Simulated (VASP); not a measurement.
Write the native input for VASP 6.6.1 that does the following.

```yaml
Task: single point
Functional: LDA
Potentials_or_basis: VASP PAW LDA potentials, release 64 (Nb_sv, Te)
Cutoff: 520 eV
k_mesh: 15 × 15 × 15
Occupations: fermi-dirac, width 0.1 eV
Spin: no spin polarisation
Dipole_correction: no
Further_INCAR_settings: ALGO = Normal; EDIFF = 1e-06; NBANDS = 16
```

The structure of NbTe (zincblende type) lies in POSCAR:

```
NbTe
1.0
    0.0000000000      2.4448382998      2.4448382998
    2.4448382998      0.0000000000      2.4448382998
    2.4448382998      2.4448382998      0.0000000000
Nb Te
1 1
Direct
    0.0000000000      0.0000000000      0.0000000000
    0.2500000000      0.2500000000      0.2500000000
```

The input as run:

INCAR

```
SYSTEM = NbTe
  PREC = Accurate
  ENCUT = 520
  EDIFF = 1E-6
  ISMEAR = -1
  SIGMA = 0.1
  LREAL = .FALSE.
  LASPH = .TRUE.
  NELM = 100
  ALGO = Normal
  ISIF = 2
  LWAVE = .FALSE.
  LCHARG = .FALSE.
  GGA = CA
  NBANDS = 16
```

KPOINTS

```
regular mesh
0
G
  15 15 15
  0 0 0
```

Potentials or basis: VASP PAW LDA potentials, release 64 (Nb_sv, Te).

Run with:

```sh
$ cat potpaw_LDA.64/Nb_sv/POTCAR potpaw_LDA.64/Te/POTCAR > POTCAR
$ mpirun -np 1 vasp_std > vasp.out
```

It gave:

* Pressure: 232.9 GPa

Wall time 44 s on 1 thread of Intel(R) Xeon(R) Platinum 8488C (Sapphire Rapids), with other jobs on the host, peak memory 0.18 GiB.
